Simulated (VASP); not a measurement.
CuO:

```xyz
4
Lattice="2.2940 -1.6764 0.0000 2.2940 1.6764 0.0000 -0.8327 0.0000 4.9546" Properties=species:S:1:pos:R:3 pbc="T T T"
Cu    0.7307   -0.8382    2.4773
Cu    1.1470    0.8382    0.0000
O     1.6695    0.2736    3.7160
O     2.0859   -0.2736    1.2387
```

Base run:

```yaml
Program: VASP 6.6.1
Functional: PBEsol
Dispersion: D4
Potentials_or_basis: VASP PAW PBE potentials, release 64 (Cu_sv_GW, O)
Cutoff: 820 eV
k_mesh: 10 × 10 × 5
Occupations: fermi-dirac, width 0.05 eV
Spin: no spin polarisation
```

Its results: band gap on the k mesh zero (bands 25 and 26 overlap by 0.60 eV); pressure 6.2 GPa; largest force 0.146 eV/Å.

The run is repeated on the same cell with these changes: functional from PBEsol to RPBE; dispersion from D4 to D3(BJ). What comes out?

Band gap on the k mesh zero (bands 25 and 26 overlap by 0.59 eV); pressure -1.6 GPa; largest force 0.085 eV/Å.

Several settings changed at once.

Caveats: the PAW data sets were made with another functional, which shifts forces and pressure a little; semilocal functionals often make such compounds metallic where correlation or magnetic order opens a gap, which also shifts bond lengths; the cell stands under pressure (at least some runs); the stress differs along the axes, from -5 to 0 GPa (at least some runs); the dispersion term is far too large for a dense solid, which distorts pressure and volume (at least some runs).
